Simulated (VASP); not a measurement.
A run of VASP 6.6.1 is set up as follows.

INCAR

```
PREC = Accurate ; ENCUT = 500
EDIFF = 1E-6 ; ISMEAR = 0
SIGMA = 0.03 ; LREAL = F
LASPH = T ; NELM = 120
ALGO = Normal ; ISIF = 2
LWAVE = F ; LCHARG = T
GGA = PE ; LELF = T
LVHAR = T ; NBANDS = 16
GGA_COMPAT = F
```

Contents of KPOINTS:

```
Automatic mesh
0
Gamma
  10 10 10
```

POSCAR

```
GaAs
1.0
    0.0000000000      2.8726922674      2.7290576540
    2.8726922674      0.0000000000      2.7290576540
    2.8726922674      2.8726922674      0.0000000000
Ga As
1 1
Direct
    0.0000000000      0.0000000000      0.0000000000
    0.7500000000      0.7500000000      0.7500000000
```

Potentials or basis: VASP PAW PBE potentials, release 64 (Ga_d, As).

The run is started by

```sh
$ cat potpaw_PBE.64/Ga_d/POTCAR potpaw_PBE.64/As/POTCAR > POTCAR
$ mpirun -np 1 vasp_std > vasp.out
```

**Question.** What does it give for the pressure?

**Answer.** 3.6 GPa.

**Question.** Estimate the band gap on the k mesh.

**Answer.** 0.34 eV, direct.

Stress tensor (GPa, compression positive):
```
2.74 0.00 0.00
0.00 2.74 0.00
0.00 0.00 5.44
```

Caveat: the cell differs from its parent crystal (strain +0.000 along x and y, -0.050 along z). A k mesh can miss the band edges.
